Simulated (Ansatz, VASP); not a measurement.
**Two plane-wave programs on C**

```
C
1.0
     0.00000    5.35011    5.35011
     5.35011    0.00000    5.35011
     5.35011    5.35011    0.00000
C
54
Cartesian
  0.0000 0.0000 0.0000
  1.7834 1.7834 0.0000
  3.5667 3.5667 0.0000
  1.7834 0.0000 1.7834
  3.5667 1.7834 1.7834
  5.3501 3.5667 1.7834
  3.5667 0.0000 3.5667
  5.3501 1.7834 3.5667
  7.1335 3.5667 3.5667
  0.0000 1.7834 1.7834
  1.7834 3.5667 1.7834
  3.5667 5.3501 1.7834
  1.7834 1.7834 3.5667
  3.5667 3.5667 3.5667
  5.3501 5.3501 3.5667
  3.5667 1.7834 5.3501
  5.3501 3.5667 5.3501
  7.1335 5.3501 5.3501
  0.0000 3.5667 3.5667
  1.7834 5.3501 3.5667
  3.5667 7.1335 3.5667
  1.7834 3.5667 5.3501
  3.5667 5.3501 5.3501
  5.3501 7.1335 5.3501
  3.5667 3.5667 7.1335
  5.3501 5.3501 7.1335
  7.1335 7.1335 7.1335
  0.8917 0.8917 0.8917
  2.6751 2.6751 0.8917
  4.4584 4.4584 0.8917
  2.6751 0.8917 2.6751
  4.4584 2.6751 2.6751
  6.2418 4.4584 2.6751
  4.4584 0.8917 4.4584
  6.2418 2.6751 4.4584
  8.0252 4.4584 4.4584
  0.8917 2.6751 2.6751
  2.6751 4.4584 2.6751
  4.4584 6.2418 2.6751
  2.6751 2.6751 4.4584
  4.4584 4.4584 4.4584
  6.2418 6.2418 4.4584
  4.4584 2.6751 6.2418
  6.2418 4.4584 6.2418
  8.0252 6.2418 6.2418
  0.8917 4.4584 4.4584
  2.6751 6.2418 4.4584
  4.4584 8.0252 4.4584
  2.6751 4.4584 6.2418
  4.4584 6.2418 6.2418
  6.2418 8.0252 6.2418
  4.4584 4.4584 8.0252
  6.2418 6.2418 8.0252
  8.0252 8.0252 8.0252
```

Alike in both runs: task single point; functional PBE; k mesh 2 × 2 × 2; occupations gaussian, width 0.05 eV; no spin polarisation.

|  | VASP | Ansatz |
| --- | --- | --- |
| version | VASP 6.6.1 | Ansatz 0.2.0 |
| potentials or method | VASP PAW PBE potentials, release 64 (C), cutoff 520 eV | scalar-relativistic, plane waves, PAW |
| valence electrons in the cell | 216 | 216 |

```csv
,VASP,Ansatz,Ansatz less VASP
gap on the k mesh at the Fermi level (eV),4.15,4.16,+0.007
```

With one functional, cell and mesh, what is left measures potentials, basis and numerics. Ansatz's warnings: structure snapped to symmetry.

The k mesh is coarse, so the values compare programs but aren't converged.
